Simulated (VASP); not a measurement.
Here is a VASP 6.6.1 calculation.

File INCAR:

```
PREC = Accurate ; ENCUT = 520
EDIFF = 1E-6 ; ISMEAR = -1
SIGMA = 0.02 ; LREAL = False
LASPH = True ; NELM = 100
ALGO = Normal ; ISIF = 2
LWAVE = False ; LCHARG = False
GGA = PS ; NBANDS = 20
```

File KPOINTS:

```
regular mesh
0
Gamma
  6 6 6
```

The input POSCAR:

```
PbS2
1.0
    1.9098773987      1.1026682303      5.8973836042
   -1.9098773987      1.1026682303      5.8973836042
    0.0000000000     -2.2053364605      5.8973836042
Pb S
1 2
Direct
    0.0000000000      0.0000000000      0.0000000000
    0.2472450479      0.2472450479      0.2472450479
    0.7527549521      0.7527549521      0.7527549521
```

Potentials or basis: VASP PAW PBE potentials, release 64 (Pb_d, S).

Run with:

```sh
$ cat potpaw_PBE.64/Pb_d/POTCAR potpaw_PBE.64/S/POTCAR > POTCAR
$ mpirun -np 1 vasp_std > vasp.out
```

**Question.** Estimate the pressure.

**Answer.** -0.2 GPa.

**Question.** Predict the largest force.

**Answer.** 0.037 eV/Å.

**Question.** Estimate the band gap on the k mesh.

**Answer.** 0.06 eV, indirect (least direct gap 0.27 eV).

Forces in eV/Å, atoms in the order of the input:
```
Pb   0.000  0.000  0.000
S    0.000  0.000 -0.037
S    0.000  0.000  0.037
```

Caveat: the PAW data sets were made with another functional, which shifts forces and pressure a little; spin-orbit coupling is left out, which moves the levels of the heavy elements. A k mesh can miss the band edges.
